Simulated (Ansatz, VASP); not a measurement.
## In in VASP and in Ansatz

```
In
1.0
     1.69540    0.97884    2.76154
    -1.69540    0.97884    2.76154
     0.00000   -1.95767    2.76154
In
1
Direct
  0.50000 0.50000 0.50000
```

Alike in both runs: functional PBE; k mesh 18 × 18 × 18; occupations gaussian, width 0.1 eV; no spin polarisation.

Ansatz relaxed the structure, and its values are those at the end. VASP's run is a single point on that final structure, the one shown.

|  | VASP | Ansatz |
| --- | --- | --- |
| version | VASP 6.6.1 | Ansatz 0.2.0 |
| potentials or method | VASP PAW PBE potentials, release 64 (In_d), cutoff 520 eV | scalar-relativistic, plane waves, PAW |
| valence electrons in the cell | 13 | 13 |

```csv
,VASP,Ansatz,Ansatz less VASP
gap on the k mesh at the Fermi level (eV),none,none,-
pressure (GPa),-0.1,0.0,+0.04
```

A gap of «none» marks a metal or a gap that the smearing closes. With one functional, cell and mesh, what is left measures potentials, basis and numerics.
